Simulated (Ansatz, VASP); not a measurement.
**Ta2NbN3: VASP beside Ansatz**

```
Ta Nb N
1.0
     5.23197    0.00000    0.00000
    -2.61599    4.53102    0.00000
     0.00000    0.00000    2.91470
Ta Nb N
2 1 3
Cartesian
  0.0000 3.0207 1.4574
  2.6160 1.5103 1.4574
  0.0000 0.0000 0.0000
  2.0636 0.0000 0.0000
  -1.0318 1.7871 0.0000
  1.5842 2.7439 0.0000
```

Alike in both runs: functional PBE; k mesh 6 × 6 × 12; occupations gaussian, width 0.1 eV; no spin polarisation.

Ansatz relaxed the structure, and its values are those at the end. VASP's run is a single point on that final structure, the one shown.

|  | VASP | Ansatz |
| --- | --- | --- |
| version | VASP 6.6.1 | Ansatz 0.2.0 |
| potentials or method | VASP PAW PBE potentials, release 64 (Ta_sv_GW, Nb_sv, N), cutoff 700 eV | scalar-relativistic, plane waves, PAW |
| valence electrons in the cell | 54 | 54 |

VASP gave:

| Property | Result |
| --- | --- |
| gap on the k mesh at the Fermi level (eV) | none |
| pressure (GPa) | -0.2 |
| rms of the force components (eV/Å) | 0.011 |

Problem. What did Ansatz give for the same quantities?

Solution. gap on the k mesh at the Fermi level (eV): none; pressure (GPa): 0.0; rms of the force components (eV/Å): 0.000.

A gap of «none» marks a metal or a gap that the smearing closes. The functional is the same, so the differences come from potentials, cutoffs and numerics.

Neither program's run includes spin-orbit coupling.
